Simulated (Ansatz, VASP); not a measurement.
One calculation of TePb, two programs

File INCAR:

```
  PREC = Accurate
  ENCUT = 520
  EDIFF = 1E-6
  ISMEAR = -1
  SIGMA = 0.05
  LREAL = F
  LASPH = T
  NELM = 100
  ALGO = Normal
  ISIF = 2
  LWAVE = F
  LCHARG = F
  GGA = CA
  NBANDS = 17
```

The input KPOINTS:

```
Automatic mesh
0
Gamma
  10 10 10
```

File POSCAR:

```
TePb
1.0
    0.0000000000      3.6673972383      3.6673972383
    3.6673972383      0.0000000000      3.6673972383
    3.6673972383      3.6673972383      0.0000000000
Pb Te
1 1
Direct
    0.0000000000      0.0000000000      0.0000000000
    0.2500000000      0.2500000000      0.2500000000
```

Input for Ansatz:

```yaml
crystal:
  lattice:
    - [0.0, 3.6673972383, 3.6673972383]
    - [3.6673972383, 0.0, 3.6673972383]
    - [3.6673972383, 3.6673972383, 0.0]
  atoms:
    - { symbol: Pb, position: [0.0, 0.0, 0.0] }
    - { symbol: Te, position: [0.25, 0.25, 0.25] }
kpoints:
  mp_grid: { grid: [10, 10, 10] }
  band_path:
    path:
      - [0.0, 0.0, 0.0]
      - [-0.5, -0.5, 0.0]
      - [-0.375, -0.375, 0.25]
      - [-0.375, 0.0, 0.375]
      - [0.0, 0.0, 0.0]
      - [0.0, 0.0, 0.5]
      - [-0.5, -0.25, 0.25]
      - [-0.5, -0.5, 0.0]
    npoints: 5
scf:
  occupations: { method: fermi_dirac, width: 0.05 }
hamiltonian:
  xc: lda
  pseudopotentials: { kind: all_electron, lapw: { basis_error: 0.001 } }
output:
  forces: true
  stress: true
  eigenvalues: true
```

Alike in both runs: task single point; functional LDA; k mesh 10 × 10 × 10; occupations fermi-dirac, width 0.05 eV; no spin polarisation.

|  | VASP | Ansatz |
| --- | --- | --- |
| version | VASP 6.6.1 | Ansatz 0.2.0 |
| potentials or method | VASP PAW LDA potentials, release 64 (Pb_d, Te), cutoff 520 eV | all-electron LAPW, scalar-relativistic |

```csv
,VASP,Ansatz,Ansatz less VASP
pressure (GPa),-2.1,-2.2,-0.03
```

LDA's correlation is that of Perdew and Zunger in VASP and of Perdew and Wang (1992) in Ansatz. Ansatz ran all-electron here, and VASP with PAW potentials.

Spin-orbit coupling is off throughout.
